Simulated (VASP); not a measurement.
# SnSe in VASP: notebook

SnSe is run at these levels: PBE-based screened hybrid with 25 % exact exchange, PBE-based screened hybrid with 10 % exact exchange, PBE-based screened hybrid with 50 % exact exchange; tasks: single point.

All numbers are computed with VASP 6.6.1; they aren't measurements. Logs are shortened: lines on timing, memory, paths and dates and some standing lists are left out, and cuts for length are marked.

## Step 1: The cell of the first run

The cell holds a slab with vacuum, 4 atoms: a = 4.285 Å, b = 4.285 Å, c = 10.991 Å, α = 90.00°, β = 90.00°, γ = 90.00°.

## Step 2: Single point, PBE-based screened hybrid with 25 % exact exchange

POSCAR

```
SnSe
1.0
    4.2853274191      0.0000000000      0.0000000000
    0.0000000000      4.2853274191      0.0000000000
    0.0000000000      0.0000000000     10.9906921300
Sn Se
2 2
Direct
    0.0000000000      0.5000000000      0.6277708900
    0.5000000000      0.0000000000      0.3722291100
    0.0000000000      0.5000000000      0.3839605100
    0.5000000000      0.0000000000      0.6160394900
```

INCAR.step1

```
SYSTEM = SnSe
PREC = Accurate
ENCUT = 520
EDIFF = 1E-5
ISMEAR = -1
SIGMA = 0.05
LREAL = .FALSE.
LASPH = .TRUE.
NELM = 100
ALGO = Normal
ISIF = 2
LWAVE = .TRUE.
LCHARG = .FALSE.
GGA = PE
NBANDS = 28
```

INCAR.step2

```
SYSTEM = SnSe
PREC = Accurate
ENCUT = 520
EDIFF = 1E-7
ISMEAR = -1
SIGMA = 0.05
LREAL = .FALSE.
LASPH = .TRUE.
NELM = 100
ALGO = Normal
ISIF = 2
LWAVE = .FALSE.
LCHARG = .FALSE.
GGA = PE
LHFCALC = .TRUE.
AEXX = 0.25
HFSCREEN = 0.15
PRECFOCK = Normal
ISTART = 1
NBANDS = 28
```

KPOINTS

```
regular mesh
0
G
  3 3 2
  0 0 0
```

Potentials or basis: VASP PAW PBE potentials, release 64 (Sn_d, Se).

Run with:

```
$ cat potpaw_PBE.64/Sn_d/POTCAR potpaw_PBE.64/Se/POTCAR > POTCAR
$ cp INCAR.step1 INCAR
$ mpirun -np 1 vasp_std > vasp.out
$ cp INCAR.step2 INCAR
$ mpirun -np 1 vasp_std > vasp.out
```

OUTCAR:

```text
SYSTEM = SnSe
   PREC = Accurate
   ENCUT = 520
   EDIFF = 1E-7
   ISMEAR = -1
   LREAL = .FALSE.
   LASPH = .TRUE.
   NELM = 100
   ISIF = 2
   GGA = PE
   LHFCALC = .TRUE.
   AEXX = 0.25
   HFSCREEN = 0.15
   PRECFOCK = Normal
   ISTART = 1

 ion  position               nearest neighbor table
   1  0.000  0.500  0.628-   3 2.68   4 3.03   4 3.03   4 3.03   4 3.03
   2  0.500  0.000  0.372-   4 2.68   3 3.03   3 3.03   3 3.03   3 3.03
   3  0.000  0.500  0.384-   1 2.68   2 3.03   2 3.03   2 3.03   2 3.03
   4  0.500  0.000  0.616-   2 2.68   1 3.03   1 3.03   1 3.03   1 3.03

  LATTYP: Found a simple tetragonal cell.
 ALAT       =     4.2853274191
 C/A-ratio  =     2.5647263453

  Lattice vectors:

 A1 = (   4.2853274191,   0.0000000000,   0.0000000000)
 A2 = (   0.0000000000,   4.2853274191,   0.0000000000)
 A3 = (   0.0000000000,   0.0000000000,  10.9906921300)

Analysis of symmetry for initial positions (statically):
=====================================================================
 Subroutine PRICEL returns:
 Original cell was already a primitive cell.

 Routine SETGRP: Setting up the symmetry group for a
 simple tetragonal supercell.

 Subroutine GETGRP returns: Found 16 space group operations
 (whereof  8 operations were pure point group operations)
 out of a pool of 16 trial point group operations.

The static configuration has the point symmetry D_2d.
 The point group associated with its full space group is D_4h.

Analysis of symmetry for dynamics (positions and initial velocities):
=====================================================================
 Subroutine PRICEL returns:
 Original cell was already a primitive cell.

 Routine SETGRP: Setting up the symmetry group for a
 simple tetragonal supercell.

 Subroutine GETGRP returns: Found 16 space group operations
 (whereof  8 operations were pure point group operations)
 out of a pool of 16 trial point group operations.

The dynamic configuration has the point symmetry D_2d.
 The point group associated with its full space group is D_4h.

 Subroutine INISYM returns: Found 16 space group operations
 (whereof  8 operations are pure point group operations),
 and found     1 'primitive' translations

----------------------------------------------------------------------------------------

                                     Primitive cell

  volume of cell :     201.8334

  direct lattice vectors                    reciprocal lattice vectors
     4.285327419  0.000000000  0.000000000     0.233354398  0.000000000  0.000000000
     0.000000000  4.285327419  0.000000000     0.000000000  0.233354398  0.000000000
     0.000000000  0.000000000 10.990692130     0.000000000  0.000000000  0.090986081

  length of vectors
     4.285327419  4.285327419 10.990692130     0.233354398  0.233354398  0.090986081

  position of ions in fractional coordinates (direct lattice)
     0.000000000  0.500000000  0.627770890
     0.500000000  0.000000000  0.372229110
     0.000000000  0.500000000  0.383960510
     0.500000000  0.000000000  0.616039490

  ion indices of the primitive-cell ions
   primitive index   ion index
                 1           1
                 2           2
                 3           3
                 4           4

----------------------------------------------------------------------------------------

 KPOINTS: regular mesh

Automatic generation of k-mesh.
 Grid dimensions read from file:
 generate k-points for:    3    3    2

 Generating k-lattice:

  Cartesian coordinates                     Fractional coordinates (reciprocal lattice)
     0.077784799  0.000000000  0.000000000     0.333333333  0.000000000  0.000000000
     0.000000000  0.077784799  0.000000000     0.000000000  0.333333333  0.000000000
     0.000000000  0.000000000  0.045493040     0.000000000  0.000000000  0.500000000

  Length of vectors
     0.077784799  0.077784799  0.045493040

  Shift w.r.t. Gamma in fractional coordinates (k-lattice)
     0.000000000  0.000000000  0.000000000

 Subroutine IBZKPT returns following result:
 ===========================================

 Found      6 irreducible k-points:

 Following reciprocal coordinates:
            Coordinates               Weight
  0.000000  0.000000  0.000000      1.000000
  0.333333  0.000000  0.000000      4.000000
  0.333333  0.333333  0.000000      4.000000
  0.000000  0.000000  0.500000      1.000000
  0.333333  0.000000  0.500000      4.000000
  0.333333  0.333333  0.500000      4.000000
   k-points           NKPTS =      6   k-points in BZ     NKDIM =     18   number of bands    NBANDS=     28
   number of dos      NEDOS =    301   number of ions     NIONS =      4
   total plane-waves  NPLWV =  86016
   dimension x,y,z NGX =    32 NGY =   32 NGZ =   84
   dimension x,y,z NGXF=    64 NGYF=   64 NGZF=  168
   ions per type =               2   2
   NGX,Y,Z   is equivalent  to a cutoff of  12.41, 12.41, 12.71 a.u.
   NGXF,Y,Z  is equivalent  to a cutoff of  24.83, 24.83, 25.41 a.u.
 SYSTEM =  SnSe
   PREC   = accura    normal or accurate (medium, high low for compatibility)
   ISTART =      1    job   : 0-new  1-cont  2-samecut
   ICHARG =      0    charge: 1-file 2-atom 10-const
   ISPIN  =      1    spin polarized calculation?
   LNONCOLLINEAR =      F non collinear calculations
   LSORBIT =      F    spin-orbit coupling
   LASPH  =      T    aspherical Exc in radial PAW
   ENCUT  =  520.0 eV  38.22 Ry    6.18 a.u.   7.97  7.97 20.44*2*pi/ulx,y,z
   NELM   =    100;   NELMIN=  2; NELMDL=  0     # of ELM steps
   EDIFF  = 0.1E-06   stopping-criterion for ELM
   LREAL  =      F    real-space projection
   EDIFFG = 0.1E-05   stopping-criterion for IOM
   NSW    =      0    number of steps for IOM
   IBRION =     -1    ionic relax: 0-MD 1-quasi-New 2-CG
   NFREE  =      0    steps in history (QN), initial steepest desc. (CG)
   ISIF   =      2    stress and relaxation
   ISYM   =      3    0-nonsym 1-usesym 2-fastsym
   POTIM  = 0.5000    time-step for ionic-motion
   TEBEG  =    0.0;   TEEND  =   0.0 temperature during run
   PSTRESS=    0.0 pullay stress
   NELECT =      40.0000    total number of electrons
   NUPDOWN=      -1.0000    fix difference up-down
   EMIN   =  10.00;   EMAX   =-10.00  energy-range for DOS
   EFERMI =   0.00;   METHOD = LEGACY
   ISMEAR =    -1;   SIGMA  =   0.05  broadening in eV -4-tet -1-fermi 0-gaus
   EFERMI_NEDOS =   21; number of points for ismear=-14 and -15
   IALGO  =     38    algorithm
   IMIX   =      1    mixing-type and parameters
     AMIX     =   0.40;   BMIX     =  1.00
     AMIX_MAG =   1.60;   BMIX_MAG =  1.00
  volume/ion in A,a.u.               =      50.46       340.51
  Fermi-wavevector in a.u.,A,eV,Ry     =   0.954473  1.803693 12.395171  0.911019
  Thomas-Fermi vector in A             =   2.083223
   LORBIT       =      0    0 simple, 1 ext, 2 COOP (PROOUT), +10 PAW based schemes
   GGA     = PE    functional components
   LHFCALC =     T    Hartree Fock is set to
   PRECFOCK=normal    Normal, Fast or Accurate (Low or Medium for compatibility)
   ENCUT4O =  -1.0   cutoff for four orbital integrals eV
   NKREDX  =     1    reduce k-point grid by
   NKREDY  =     1    reduce k-point grid by
   NKREDZ  =     1    reduce k-point grid by
   AEXX    =    0.2500 exact exchange contribution
   HFSCREEN=    0.1500 screening length (either q_TF or 0.3 A-1)
   HFSCREENC=   0.1500 screening length for correlation (either q_TF or 0.3 A-1)
   ENCUTFOCK=  -1.0 apply spherical cutoff to Coloumb kernel
   IVDW    =     0    specifies the selected vdW correction
   LEPSILON=     F    determine dielectric tensor
   LRPA    =     F    only Hartree local field effects (RPA)
 non-spin polarized calculation
  energy-cutoff  :      520.00
  volume of cell :      201.83
 maximum number of plane-waves:      5471
 NGX is ok and might be reduce to    32
  NGX = 24; NGY = 24; NGZ = 64

 number of electron      40.0000021 magnetization

 Free energy of the ion-electron system (eV)
  ---------------------------------------------------
  ext. energy  EPLUGINS =         0.00000000
  ---------------------------------------------------
  free energy    TOTEN  =       -19.99593771 eV

  energy without entropy =      -19.99593771  energy(sigma->0) =      -19.99593771

 E-fermi :   1.2961     XC(G=0):  -5.0277

 val. band max:        0.2262671646   @ k =   0.3333   0.0000   0.5000
 cond. band min:       2.3785004326   @ k =   0.3333   0.0000   0.5000
 fundamental gap:      2.1522332681
 Fermi energy:         1.2960789250

 k-point     1 :       0.0000    0.0000    0.0000
  band No.  band energies     occupation
      1     -23.0772      2.00000
      2     -23.0743      2.00000
      3     -23.0716      2.00000
      4     -23.0675      2.00000
      5     -23.0582      2.00000
      6     -23.0280      2.00000
[... 20 lines left out ...]
     27       6.8378      0.00000
     28       7.0946      0.00000

 k-point     2 :       0.3333    0.0000    0.0000
  band No.  band energies     occupation
      1     -23.0797      2.00000
      2     -23.0764      2.00000
      3     -23.0700      2.00000
      4     -23.0670      2.00000
      5     -23.0452      2.00000
      6     -23.0305      2.00000
[... 20 lines left out ...]
     27       5.8117      0.00000
     28       7.4544      0.00000

 k-point     3 :       0.3333    0.3333    0.0000
  band No.  band energies     occupation
      1     -23.0900      2.00000
      2     -23.0893      2.00000
      3     -23.0611      2.00000
      4     -23.0596      2.00000
      5     -23.0348      2.00000
      6     -23.0293      2.00000
[... 20 lines left out ...]
     27       6.3881      0.00000
     28       7.2218      0.00000

 k-point     4 :       0.0000    0.0000    0.5000
  band No.  band energies     occupation
      1     -23.0772      2.00000
      2     -23.0743      2.00000
      3     -23.0716      2.00000
      4     -23.0675      2.00000
      5     -23.0582      2.00000
      6     -23.0279      2.00000
[... 20 lines left out ...]
     27       6.8856      0.00000
     28       7.0957      0.00000

 k-point     5 :       0.3333    0.0000    0.5000
  band No.  band energies     occupation
      1     -23.0797      2.00000
      2     -23.0764      2.00000
      3     -23.0700      2.00000
      4     -23.0670      2.00000
      5     -23.0452      2.00000
      6     -23.0305      2.00000
[... 20 lines left out ...]
     27       6.3517      0.00000
     28       7.1549      0.00000

 k-point     6 :       0.3333    0.3333    0.5000
  band No.  band energies     occupation
      1     -23.0900      2.00000
      2     -23.0893      2.00000
      3     -23.0611      2.00000
      4     -23.0596      2.00000
      5     -23.0347      2.00000
      6     -23.0293      2.00000
[... 20 lines left out ...]
     27       7.1538      0.00000
     28       7.2303      0.00000

------------------------ aborting loop because EDIFF is reached ----------------------------------------

  FORCE on cell =-STRESS in cart. coord.  units (eV):
  Direction    XX          YY          ZZ          XY          YZ          ZX
  --------------------------------------------------------------------------------------
  -------------------------------------------------------------------------------------
  Total       -0.7365827     -0.7365827      0.9311419      0.0000000      0.0000000     -0.0000000
  in kB       -5.8470801     -5.8470801      7.3915139      0.0000000      0.0000000     -0.0000000
  external PRESSURE =      -1.4342154 kB  Pullay stress =       0.0000000 kB

 VOLUME and BASIS-vectors are now :
 -----------------------------------------------------------------------------
  energy-cutoff  :      520.00
  volume of cell :      201.83
      direct lattice vectors                 reciprocal lattice vectors
     4.285327419  0.000000000  0.000000000     0.233354398  0.000000000  0.000000000
     0.000000000  4.285327419  0.000000000     0.000000000  0.233354398  0.000000000
     0.000000000  0.000000000 10.990692130     0.000000000  0.000000000  0.090986081

 POSITION                                       TOTAL-FORCE (eV/Angst)
 -----------------------------------------------------------------------------------
      0.00000      2.14266      6.89964        -0.000000      0.000000      0.023049
      2.14266      0.00000      4.09106         0.000000      0.000000     -0.023049
      0.00000      2.14266      4.21999         0.000000     -0.000000     -0.350926
      2.14266      0.00000      6.77070        -0.000000      0.000000      0.350926
 -----------------------------------------------------------------------------------
    total drift:                                0.000000     -0.000000     -0.000000

  FREE ENERGIE OF THE ION-ELECTRON SYSTEM (eV)
  ---------------------------------------------------
  free  energy   TOTEN  =       -19.9959377114 eV

  energy  without entropy=      -19.9959377104  energy(sigma->0) =      -19.99593771
```

Run time: 22 min. Hardware: 1 thread of Intel Xeon 8259CL, shared host; peak memory 0.43 GiB.

Results:

| Property | Result |
| --- | --- |
| Free energy | -19.9959 eV |
| Largest force | 0.351 eV/Å |
| Band gap on the k mesh | 2.15 eV |

Forces in eV/Å, atoms in the order of the input:
```
Sn   0.000  0.000  0.023
Sn   0.000  0.000 -0.023
Se   0.000  0.000 -0.351
Se   0.000  0.000  0.351
```

Caveat: the k points lie up to 0.49 Å⁻¹ apart; there is no dipole correction, which matters where the two faces differ; the PAW data sets were made with another functional, which shifts forces and pressure a little; spin-orbit coupling is left out, which moves the levels of the heavy elements.

## Step 3: Single point, PBE-based screened hybrid with 10 % exact exchange

POSCAR is that of step 2.

INCAR.step1

```
PREC = Accurate ; ENCUT = 520
EDIFF = 1E-5 ; ISMEAR = -1
SIGMA = 0.05 ; LREAL = F
LASPH = T ; NELM = 60
ALGO = Normal ; ISIF = 2
LWAVE = T ; LCHARG = F
NBANDS = 28 ; GGA = PE
```

INCAR.step2

```
PREC = Accurate ; ENCUT = 520
EDIFF = 1E-7 ; ISMEAR = -1
SIGMA = 0.05 ; LREAL = F
LASPH = T ; NELM = 60
ALGO = Normal ; ISIF = 2
LWAVE = F ; LCHARG = F
GGA = PE ; LHFCALC = T
AEXX = 0.1 ; HFSCREEN = 0.2
PRECFOCK = Normal ; NBANDS = 28
ISTART = 1
```

KPOINTS

```
regular mesh
0
Gamma
  3 3 2
```

Potentials or basis: VASP PAW PBE potentials, release 64 (Sn_d, Se).

Run with:

```
$ cat potpaw_PBE.64/Sn_d/POTCAR potpaw_PBE.64/Se/POTCAR > POTCAR
$ cp INCAR.step1 INCAR
$ mpirun -np 1 vasp_std > vasp.out
$ cp INCAR.step2 INCAR
$ mpirun -np 1 vasp_std > vasp.out
```

Wall time 34 min (1 thread of Intel Xeon 8259CL, shared host); peak memory 0.43 GiB.

It converged, with:

```
Free energy            : -17.5681 eV
Largest force          : 0.555 eV/Å
Band gap on the k mesh : 1.71 eV
```

Forces in eV/Å, atoms in the order of the input:
```
Sn   0.000  0.000  0.162
Sn   0.000  0.000 -0.162
Se   0.000  0.000 -0.555
Se   0.000  0.000  0.555
```

Levels at points of the mesh, in eV from the valence-band top:
| k point | band 18 | band 19 | band 20 | band 21 | band 22 | band 23 |
| --- | --- | --- | --- | --- | --- | --- |
| (0.00, 0.00, 0.00) | -1.75 | -1.75 | -0.28 | 1.90 | 3.82 | 4.05 |
| (0.00, 0.00, 0.50) | -1.75 | -1.75 | -0.28 | 1.72 | 4.05 | 4.79 |

Caveat: the k points lie up to 0.49 Å⁻¹ apart; there is no dipole correction, which matters where the two faces differ; the PAW data sets were made with another functional, which shifts forces and pressure a little; spin-orbit coupling is left out, which moves the levels of the heavy elements.

## Step 4: Single point, PBE-based screened hybrid with 50 % exact exchange

POSCAR is that of step 3.

INCAR.step1

```
SYSTEM = SnSe
PREC = Accurate ; ENCUT = 520
EDIFF = 1E-5 ; ISMEAR = -1
SIGMA = 0.05 ; LREAL = .FALSE.
LASPH = .TRUE. ; NELM = 100
ALGO = Normal ; ISIF = 2
LWAVE = .TRUE. ; LCHARG = .FALSE.
NBANDS = 28 ; GGA = PE
```

INCAR.step2

```
SYSTEM = SnSe
PREC = Accurate ; ENCUT = 520
EDIFF = 1E-7 ; ISMEAR = -1
SIGMA = 0.05 ; LREAL = .FALSE.
LASPH = .TRUE. ; NELM = 100
ALGO = Normal ; ISIF = 2
LWAVE = .FALSE. ; LCHARG = .FALSE.
GGA = PE ; LHFCALC = .TRUE.
AEXX = 0.5 ; HFSCREEN = 0.2
PRECFOCK = Normal ; NBANDS = 28
ISTART = 1
```

KPOINTS

```
regular mesh
0
G
  3 3 2
  0 0 0
```

Run with:

```
$ cat potpaw_PBE.64/Sn_d/POTCAR potpaw_PBE.64/Se/POTCAR > POTCAR
$ cp INCAR.step1 INCAR
$ mpirun -np 1 vasp_std > vasp.out
$ cp INCAR.step2 INCAR
$ mpirun -np 1 vasp_std > vasp.out
```

Wall time 49 min (1 thread of Intel Xeon Platinum 8259CL at 2.50GHz (Skylake/Cascade Lake), shared host); peak memory 0.43 GiB.

The run converged. Its results:

```yaml
Free_energy: -23.0318 eV
Largest_force: 0.174 eV/Å
Band_gap_on_the_k_mesh: 2.62 eV
```

Forces on the atoms (eV/Å):
```
Sn   0.000  0.000 -0.174
Sn   0.000  0.000  0.174
Se   0.000  0.000 -0.039
Se   0.000  0.000  0.039
```

Levels at points of the mesh, in eV from the valence-band top:
```csv
k point,band 16,band 17,band 18,band 19,band 20,band 21,band 22,band 23,band 24,band 25
"(0.00, 0.00, 0.00)",-3.80,-3.80,-2.23,-2.23,-0.47,2.85,4.64,4.94,6.16,6.16
"(0.00, 0.00, 0.50)",-3.80,-3.80,-2.23,-2.23,-0.47,2.63,4.94,5.92,6.08,6.16
```

Caveat: the k points lie up to 0.49 Å⁻¹ apart; there is no dipole correction, which matters where the two faces differ; the PAW data sets were made with another functional, which shifts forces and pressure a little; spin-orbit coupling is left out, which moves the levels of the heavy elements.

## Step 5: The runs side by side

```csv
level,share of exact exchange,screening parameter,gap on the mesh (eV),largest force (eV/Å)
PBE-based screened hybrid with 25 % exact exchange,0.25,0.15 1/Å,2.15,0.35
PBE-based screened hybrid with 10 % exact exchange,0.1,0.2 1/Å,1.71,0.55
PBE-based screened hybrid with 50 % exact exchange,0.5,0.2 1/Å,2.62,0.17
```

Alike in all rows: task single point; potentials or basis VASP PAW PBE potentials, release 64 (Sn_d, Se); no spin polarisation; cell as given; k mesh 3 × 3 × 2; cutoff (eV) 520; smearing fermi-dirac 0.05 eV.

Caveats: all runs use coarse meshes; there is no dipole correction, which matters where the two faces differ; the PAW data sets were made with another functional, which shifts forces and pressure a little; spin-orbit coupling is left out, which moves the levels of the heavy elements.

Total energies depend on the potentials used, so only differences within one code and one set of settings carry meaning.
